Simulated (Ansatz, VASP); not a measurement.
## Two plane-wave programs on GaSb

Contents of INCAR:

```
  PREC = Accurate
  ENCUT = 520
  EDIFF = 1E-6
  ISMEAR = 0
  SIGMA = 0.1
  LREAL = F
  LASPH = T
  NELM = 100
  ALGO = Normal
  ISIF = 2
  LWAVE = F
  LCHARG = T
  GGA = PE
  LELF = T
  LVHAR = T
  NBANDS = 16
```

The input KPOINTS:

```
regular mesh
0
Gamma
  12 12 12
```

File POSCAR:

```
GaSb
1.0
    0.0000000000      3.0708689200      3.0708689200
    3.0708689200      0.0000000000      3.0708689200
    3.0708689200      3.0708689200      0.0000000000
Ga Sb
1 1
Direct
    0.0000000000      0.0000000000      0.0000000000
    0.7500000000      0.7500000000      0.7500000000
```

Input for Ansatz:

```yaml
crystal:
  lattice:
    - [0.0, 3.07086892, 3.07086892]
    - [3.07086892, 0.0, 3.07086892]
    - [3.07086892, 3.07086892, 0.0]
  atoms:
    - { symbol: Ga, position: [0.0, 0.0, 0.0] }
    - { symbol: Sb, position: [0.75, 0.75, 0.75] }
basis:
  ecutwfc: 420
kpoints:
  mp_grid: { grid: [12, 12, 12] }
hamiltonian:
  xc: pbe
scf:
  occupations: { method: gaussian, width: 0.1 }
output:
  forces: true
  stress: true
  eigenvalues: true
```

Alike in both runs: task single point; functional PBE; k mesh 12 × 12 × 12; occupations gaussian, width 0.1 eV; no spin polarisation.

|  | VASP | Ansatz |
| --- | --- | --- |
| version | VASP 6.6.1 | Ansatz 0.2.0 |
| potentials or method | VASP PAW PBE potentials, release 64 (Ga_d, Sb), cutoff 520 eV | scalar-relativistic, plane waves, PAW |
| valence electrons in the cell | 18 | 28 |

Ansatz gave:

- gap on the k mesh at the Fermi level (eV): none
- pressure (GPa): 1.7

Question: Estimate VASP's values.

Answer: gap on the k mesh at the Fermi level (eV): none; pressure (GPa): 1.8.

A gap of «none» marks a metal or a gap that the smearing closes. VASP's potentials hold 18 valence electrons a cell and Ansatz's 28, so a difference there can come from the potentials and not from the codes.

Spin-orbit coupling is off throughout.
